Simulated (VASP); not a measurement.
# MgO in VASP: a series of runs

Aim: see how the results for MgO move with the level of theory and the settings. Levels: r2SCAN, PBE. Tasks: single point.

All numbers are computed with VASP 6.6.1; they aren't measurements. Logs are shortened: lines on timing, memory, paths and dates and some standing lists are left out, and cuts for length are marked.

## (1) The cell of the first run

It takes space group P-6m2 (No. 187, hexagonal). Conventional cell: a = 2.914 Å, b = 2.914 Å, c = 2.658 Å, α = 90.00°, β = 90.00°, γ = 120.00°. Mg (site symmetry -6m2) has 6 O at 2.14 Å and 2 Mg at 2.66 Å within 2.8 Å. Within 2.8 Å of O (site symmetry -6m2) lie 6 Mg at 2.14 Å and 2 O at 2.66 Å.

## (2) Single point, r2SCAN (strained)

File POSCAR:

```
MgO
1.0
    2.9142816945      0.0000000000      0.0000000000
   -1.4571408473      2.5238419812      0.0000000000
    0.0000000000      0.0000000000      2.6580281856
Mg O
1 1
Direct
    0.0000000000      0.0000000000      0.0000000000
    0.3333333300      0.6666666700      0.5000000000
```

File INCAR.step1:

```
PREC = Accurate
ENCUT = 660
ISMEAR = 0
SIGMA = 0.02
LREAL = False
LASPH = True
NELM = 120
NBANDS = 15
GGA = PE
ALGO = Normal
EDIFF = 1E-5
LWAVE = True
LCHARG = False
GGA_COMPAT = False
```

File INCAR.step2:

```
PREC = Accurate
ENCUT = 660
EDIFF = 1E-6
ISMEAR = 0
SIGMA = 0.02
LREAL = False
LASPH = True
NELM = 120
ALGO = Normal
ISIF = 2
LWAVE = False
LCHARG = False
METAGGA = R2SCAN
LMIXTAU = True
NBANDS = 15
ISTART = 1
GGA_COMPAT = False
```

File KPOINTS:

```
Automatic mesh
0
Gamma
  12 12 10
```

Potentials or basis: VASP PAW PBE potentials, release 64 (Mg_sv, O).

The run is started by

```bash
$ cat potpaw_PBE.64/Mg_sv/POTCAR potpaw_PBE.64/O/POTCAR > POTCAR
$ cp INCAR.step1 INCAR
$ mpirun -np 1 vasp_std > vasp.out
$ cp INCAR.step2 INCAR
$ mpirun -np 1 vasp_std > vasp.out
```

OUTCAR:

```text
PREC = Accurate
   ENCUT = 660
   EDIFF = 1E-6
   ISMEAR = 0
   LREAL = False
   LASPH = True
   NELM = 120
   ISIF = 2
   METAGGA = R2SCAN
   ISTART = 1

 ion  position               nearest neighbor table
   1  0.000  0.000  0.000-
   2  0.333  0.667  0.500-

  LATTYP: Found a hexagonal cell.
 ALAT       =     2.9142816945
 C/A-ratio  =     0.9120697531

  Lattice vectors:

 A1 = (   2.9142816945,   0.0000000000,   0.0000000000)
 A2 = (  -1.4571408473,   2.5238419812,   0.0000000000)
 A3 = (   0.0000000000,   0.0000000000,   2.6580281856)

Analysis of symmetry for initial positions (statically):
=====================================================================
 Subroutine PRICEL returns:
 Original cell was already a primitive cell.

 Routine SETGRP: Setting up the symmetry group for a
 hexagonal supercell.

 Subroutine GETGRP returns: Found 12 space group operations
 (whereof 12 operations were pure point group operations)
 out of a pool of 24 trial point group operations.

The static configuration has the point symmetry D_3h.

Analysis of symmetry for dynamics (positions and initial velocities):
=====================================================================
 Subroutine PRICEL returns:
 Original cell was already a primitive cell.

 Routine SETGRP: Setting up the symmetry group for a
 hexagonal supercell.

 Subroutine GETGRP returns: Found 12 space group operations
 (whereof 12 operations were pure point group operations)
 out of a pool of 24 trial point group operations.

The dynamic configuration has the point symmetry D_3h.

 Subroutine INISYM returns: Found 12 space group operations
 (whereof 12 operations are pure point group operations),
 and found     1 'primitive' translations

----------------------------------------------------------------------------------------

                                     Primitive cell

  volume of cell :      19.5503

  direct lattice vectors                    reciprocal lattice vectors
     2.914281695  0.000000000  0.000000000     0.343137728  0.198110660  0.000000000
    -1.457140847  2.523841981  0.000000000     0.000000000  0.396221319  0.000000000
     0.000000000  0.000000000  2.658028186     0.000000000  0.000000000  0.376218734

  length of vectors
     2.914281695  2.914281695  2.658028186     0.396221320  0.396221319  0.376218734

  position of ions in fractional coordinates (direct lattice)
     0.000000000  0.000000000  0.000000000
     0.333333330  0.666666670  0.500000000

  ion indices of the primitive-cell ions
   primitive index   ion index
                 1           1
                 2           2

----------------------------------------------------------------------------------------

 KPOINTS: Automatic mesh

Automatic generation of k-mesh.
 Grid dimensions read from file:
 generate k-points for:   12   12   10

 Generating k-lattice:

  Cartesian coordinates                     Fractional coordinates (reciprocal lattice)
     0.028594811  0.016509222  0.000000000     0.083333333  0.000000000  0.000000000
     0.000000000  0.033018443  0.000000000     0.000000000  0.083333333  0.000000000
     0.000000000  0.000000000  0.037621873     0.000000000  0.000000000  0.100000000

  Length of vectors
     0.033018443  0.033018443  0.037621873

  Shift w.r.t. Gamma in fractional coordinates (k-lattice)
     0.000000000  0.000000000  0.000000000

 Subroutine IBZKPT returns following result:
 ===========================================

 Found    114 irreducible k-points:

 Following reciprocal coordinates:
            Coordinates               Weight
  0.000000  0.000000  0.000000      1.000000
  0.083333 -0.000000  0.000000      6.000000
  0.166667 -0.000000  0.000000      6.000000
  0.250000 -0.000000  0.000000      6.000000
  0.333333 -0.000000  0.000000      6.000000
  0.416667 -0.000000  0.000000      6.000000
[... 16 lines left out ...]
  0.250000 -0.000000  0.100000     12.000000
  0.333333 -0.000000  0.100000     12.000000
 [... further k-points ...]
   k-points           NKPTS =    114   k-points in BZ     NKDIM =    114   number of bands    NBANDS=     15
   number of dos      NEDOS =    301   number of ions     NIONS =      2
   total plane-waves  NPLWV =  13824
   dimension x,y,z NGX =    24 NGY =   24 NGZ =   24
   dimension x,y,z NGXF=    48 NGYF=   48 NGZF=   48
   ions per type =               1   1
   NGX,Y,Z   is equivalent  to a cutoff of  13.69, 13.69, 15.01 a.u.
   NGXF,Y,Z  is equivalent  to a cutoff of  27.38, 27.38, 30.02 a.u.
 SYSTEM =  unknown system
   PREC   = accura    normal or accurate (medium, high low for compatibility)
   ISTART =      1    job   : 0-new  1-cont  2-samecut
   ICHARG =      0    charge: 1-file 2-atom 10-const
   ISPIN  =      1    spin polarized calculation?
   LNONCOLLINEAR =      F non collinear calculations
   LSORBIT =      F    spin-orbit coupling
   LASPH  =      T    aspherical Exc in radial PAW
   ENCUT  =  660.0 eV  48.51 Ry    6.96 a.u.   6.10  6.10  5.57*2*pi/ulx,y,z
   NELM   =    120;   NELMIN=  2; NELMDL=  0     # of ELM steps
   EDIFF  = 0.1E-05   stopping-criterion for ELM
   LREAL  =      F    real-space projection
   EDIFFG = 0.1E-04   stopping-criterion for IOM
   NSW    =      0    number of steps for IOM
   IBRION =     -1    ionic relax: 0-MD 1-quasi-New 2-CG
   NFREE  =      0    steps in history (QN), initial steepest desc. (CG)
   ISIF   =      2    stress and relaxation
   ISYM   =      2    0-nonsym 1-usesym 2-fastsym
   POTIM  = 0.5000    time-step for ionic-motion
   TEBEG  =    0.0;   TEEND  =   0.0 temperature during run
   PSTRESS=    0.0 pullay stress
   NELECT =      16.0000    total number of electrons
   NUPDOWN=      -1.0000    fix difference up-down
   EMIN   =  10.00;   EMAX   =-10.00  energy-range for DOS
   EFERMI =   0.00;   METHOD = LEGACY
   ISMEAR =     0;   SIGMA  =   0.02  broadening in eV -4-tet -1-fermi 0-gaus
   EFERMI_NEDOS =   21; number of points for ismear=-14 and -15
   IALGO  =     38    algorithm
   IMIX   =      4    mixing-type and parameters
     AMIX     =   0.40;   BMIX     =  1.00
     AMIX_MAG =   1.60;   BMIX_MAG =  1.00
  volume/ion in A,a.u.               =       9.78        65.97
  Fermi-wavevector in a.u.,A,eV,Ry     =   1.531312  2.893760 31.904532  2.344917
  Thomas-Fermi vector in A             =   2.638674
   LORBIT       =      0    0 simple, 1 ext, 2 COOP (PROOUT), +10 PAW based schemes
   METAGGA = R2SCAN    functional components
   LHFCALC =     F    Hartree Fock is set to
   AEXX    =    0.0000 exact exchange contribution
   IVDW    =     0    specifies the selected vdW correction
   LEPSILON=     F    determine dielectric tensor
   LRPA    =     F    only Hartree local field effects (RPA)
 non-spin polarized calculation
 Gauss-broadening in eV      SIGMA  =   0.02
  energy-cutoff  :      660.00
  volume of cell :       19.55
 maximum number of plane-waves:       768
   NGX = 13   NGY = 13   NGZ = 11

 number of electron      15.9999996 magnetization

 Free energy of the ion-electron system (eV)
  ---------------------------------------------------
  ext. energy  EPLUGINS =         0.00000000
  ---------------------------------------------------
  free energy    TOTEN  =       -15.43280965 eV

  energy without entropy =      -15.43280965  energy(sigma->0) =      -15.43280965

 E-fermi :   3.2356     XC(G=0): -11.7633

 val. band max:        2.8741097314   @ k =   0.3333   0.3333   0.0000
 cond. band min:       6.8776491458   @ k =   0.0000   0.0000   0.0000
 fundamental gap:      4.0035394144
 Fermi energy:         3.2355712959

 k-point     1 :       0.0000    0.0000    0.0000
  band No.  band energies     occupation
      1     -73.1555      2.00000
      2     -38.2615      2.00000
      3     -38.2615      2.00000
      4     -38.1987      2.00000
      5     -15.6371      2.00000
      6       2.2330      2.00000
      7       2.2330      2.00000
      8       2.4629      2.00000
      9       6.8776      0.00000
     10      15.8688      0.00000
     11      19.7251      0.00000
     12      19.7251      0.00000
     13      24.3149      0.00000
     14      25.5844      0.00000
     15      27.3234      0.00000

 k-point     2 :       0.0833   -0.0000    0.0000
  band No.  band energies     occupation
      1     -73.1551      2.00000
      2     -38.2666      2.00000
      3     -38.2628      2.00000
      4     -38.1980      2.00000
      5     -15.5735      2.00000
      6       1.7760      2.00000
      7       2.1786      2.00000
      8       2.4858      2.00000
      9       7.3126      0.00000
     10      15.9068      0.00000
     11      18.9631      0.00000
     12      19.9307      0.00000
     13      25.3120      0.00000
     14      25.4324      0.00000
     15      27.3433      0.00000

 k-point     3 :       0.1667   -0.0000    0.0000
  band No.  band energies     occupation
      1     -73.1538      2.00000
      2     -38.2807      2.00000
      3     -38.2660      2.00000
      4     -38.1962      2.00000
      5     -15.3948      2.00000
      6       0.7747      2.00000
      7       2.0339      2.00000
      8       2.5492      2.00000
      9       8.2493      0.00000
     10      15.7412      0.00000
     11      18.0742      0.00000
     12      20.4833      0.00000
     13      25.0028      0.00000
     14      25.7595      0.00000
     15      27.7860      0.00000
[... 343 lines left out ...]
 k-point    23 :       0.2500   -0.0000    0.1000
  band No.  band energies     occupation
      1     -73.1509      2.00000
      2     -38.2980      2.00000
      3     -38.2690      2.00000
      4     -38.2053      2.00000
      5     -15.0571      2.00000
      6      -0.2370      2.00000
      7       1.8914      2.00000
      8       2.0932      2.00000
      9       9.5599      0.00000
     10      15.1982      0.00000
     11      18.2308      0.00000
     12      21.2128      0.00000
     13      22.5332      0.00000
     14      27.3529      0.00000
     15      27.3941      0.00000

 k-point    24 :       0.3333   -0.0000    0.1000
  band No.  band energies     occupation
      1     -73.1492      2.00000
      2     -38.3167      2.00000
      3     -38.2733      2.00000
      4     -38.2028      2.00000
      5     -14.7902      2.00000
      6      -1.1508      2.00000
      7       1.7107      2.00000
      8       2.2268      2.00000
      9      10.2110      0.00000
     10      14.7093      0.00000
     11      18.2100      0.00000
     12      21.7398      0.00000
     13      21.9416      0.00000
     14      27.7535      0.00000
     15      28.1116      0.00000

 [... further k-points ...]

------------------------ aborting loop because EDIFF is reached ----------------------------------------

  FORCE on cell =-STRESS in cart. coord.  units (eV):
  Direction    XX          YY          ZZ          XY          YZ          ZX
  --------------------------------------------------------------------------------------
  -------------------------------------------------------------------------------------
  Total       -0.2640508     -0.2640508     -0.2457253      0.0000000     -0.0000000      0.0000000
  in kB      -21.6393801    -21.6393801    -20.1375753      0.0000000     -0.0000000      0.0000000
  external PRESSURE =     -21.1387785 kB  Pullay stress =       0.0000000 kB

 VOLUME and BASIS-vectors are now :
 -----------------------------------------------------------------------------
  energy-cutoff  :      660.00
  volume of cell :       19.55
      direct lattice vectors                 reciprocal lattice vectors
     2.914281695  0.000000000  0.000000000     0.343137728  0.198110660  0.000000000
    -1.457140847  2.523841981  0.000000000     0.000000000  0.396221319  0.000000000
     0.000000000  0.000000000  2.658028186     0.000000000  0.000000000  0.376218734

 POSITION                                       TOTAL-FORCE (eV/Angst)
 -----------------------------------------------------------------------------------
      0.00000      0.00000      0.00000         0.000000     -0.000000      0.000000
     -0.00000      1.68256      1.32901        -0.000000      0.000000      0.000000
 -----------------------------------------------------------------------------------
    total drift:                                0.000017     -0.000010     -0.000000

  FREE ENERGIE OF THE ION-ELECTRON SYSTEM (eV)
  ---------------------------------------------------
  free  energy   TOTEN  =       -15.4328096549 eV

  energy  without entropy=      -15.4328096549  energy(sigma->0) =      -15.43280965
```

Wall time 3.5 min (1 thread of AMD EPYC 7R43 (Zen 3), shared host); peak memory 0.14 GiB.

What came out:

| Quantity | Value |
| --- | --- |
| Free energy | -15.4328 eV |
| Pressure | -2.1 GPa |
| Band gap on the k mesh | 4.00 eV (least direct gap 4.41 eV) |

Stress tensor (GPa, compression positive):
```
-2.16  0.00  0.00
 0.00 -2.16  0.00
 0.00  0.00 -2.01
```

Caveat: the cell differs from its parent crystal (strained); the PAW data sets were made with another functional, which shifts forces and pressure a little. A k mesh can miss the band edges.

(Part 1 of 2 ends here.)
